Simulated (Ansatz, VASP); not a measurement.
One calculation of Ru, two programs

```
Ru
1.0
     2.70235    0.00000    0.00000
    -1.35117    2.34030    0.00000
     0.00000    0.00000    4.20198
Ru
2
Cartesian
  0.0000 1.5602 1.0505
  1.3512 0.7801 3.1515
```

Change from the starting cell: strain -0.0150 x Voigt [0, 0, 1, 0, 0, 0], atoms carried along.

Alike in both runs: task single point; functional r2SCAN; k mesh 24 × 24 × 14; occupations gaussian, width 0.15 eV; no spin polarisation.

|  | VASP | Ansatz |
| --- | --- | --- |
| version | VASP 6.6.1 | Ansatz 0.2.0 |
| potentials or method | VASP PAW PBE potentials, release 64 (Ru_pv), cutoff 520 eV | scalar-relativistic, plane waves, PAW |
| valence electrons in the cell | 28 | 32 |

VASP gave:

```
gap on the k mesh at the Fermi level (eV)                     : none
pressure (GPa)                                                : 7.4
traceless stress, the component that is largest in VASP (GPa) : 4.82
```

**Question.** Estimate Ansatz's values.

**Answer.** gap on the k mesh at the Fermi level (eV): none; pressure (GPa): 5.7; traceless stress, the component that is largest in VASP (GPa): 4.67.

VASP's potentials were made for PBE, not for r2SCAN. A gap of «none» marks a metal or a gap that the smearing closes. VASP's potentials hold 28 valence electrons a cell and Ansatz's 32, so a difference there can come from the potentials and not from the codes.
